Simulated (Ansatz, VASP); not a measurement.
Two plane-wave programs on SnO2

```
Sn O
1.0
     4.73735    0.00000    0.00000
     0.00000    4.73735    0.00000
     0.00000    0.00000    3.18640
Sn O
2 4
Direct
  0.03918 0.03918 0.00000
  0.50000 0.50000 0.50000
  0.30562 0.30562 0.00000
  0.19438 0.80562 0.50000
  0.69438 0.69438 0.00000
  0.80562 0.19438 0.50000
```

Alike in both runs: task single point; functional r2SCAN; k mesh 6 × 6 × 8; occupations gaussian, width 0.05 eV; no spin polarisation.

```csv
,VASP,Ansatz
version,VASP 6.6.1,Ansatz 0.2.0
potentials or method,"VASP PAW PBE potentials, release 64 (Sn_d, O), cutoff 520 eV","scalar-relativistic, plane waves, PAW"
valence electrons in the cell,52,52
```

Ansatz gave:

| Item | Value |
| --- | --- |
| gap on the k mesh at the Fermi level (eV) | 1.55 |
| least direct gap on the mesh (eV) | 1.55 |
| pressure (GPa) | 9.2 |
| traceless stress, the component that is largest in VASP (GPa) | 11.82 |
| rms of the force components (eV/Å) | 2.525 |

Q: Estimate VASP's values.

A: gap on the k mesh at the Fermi level (eV): 1.56; least direct gap on the mesh (eV): 1.56; pressure (GPa): 10.2; traceless stress, the component that is largest in VASP (GPa): 11.70; rms of the force components (eV/Å): 2.537.

VASP's potentials were made for PBE, not for r2SCAN. Atom by atom the forces differ by 0.028 eV/Å (rms over components). The functional is the same, so the differences come from potentials, cutoffs and numerics.
